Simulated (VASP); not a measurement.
Runs of VASP 6.6.1 on AgCl. It takes space group Fm-3m (No. 225, cubic). The conventional cell has a = 5.545 Å, b = 5.545 Å, c = 5.545 Å, α = 90.00°, β = 90.00°, γ = 90.00°. Within 3.7 Å of Ag (site symmetry m-3m) lie 6 Cl at 2.77 Å. Cl (site symmetry m-3m) has 6 Ag at 2.77 Å within 3.7 Å. 

| level | U | k mesh | smearing | gap on the mesh (eV) | pressure (GPa) |
| --- | --- | --- | --- | --- | --- |
| PBE | - | 4 × 4 × 4 | methfessel-paxton 0.1 eV | (c) | 1.7 |
| PBEsol | - | 4 × 4 × 4 | gaussian 0.1 eV | (a) | (b) |
| PBE+U | Ag d U = 1.7 eV | 2 × 1 × 2 | gaussian 0.1 eV | 1.13 | 7.7 |
| PBE+U | Ag d U = 4.0 eV | 2 × 2 × 2 | gaussian 0.01 eV | 1.62 | 6.3 |
| PBE+U | Ag d U = 5.5 eV | 4 × 4 × 4 | methfessel-paxton 0.272114 eV | 1.99 | 1.2 |

Alike in all rows: task single point; potentials or basis VASP PAW PBE potentials, release 64 (Ag, Cl); no spin polarisation; cell as given; cutoff (eV) 500.

Task: Fill in the values left out.

Result: (a) 0.72; (b) -2.5; (c) 0.90.

Caveats: all runs use coarse meshes; the PAW data sets were made with another functional, which shifts forces and pressure a little (some runs).

A k mesh can miss the band edges, and the runs leave out spin-orbit coupling on Ag.
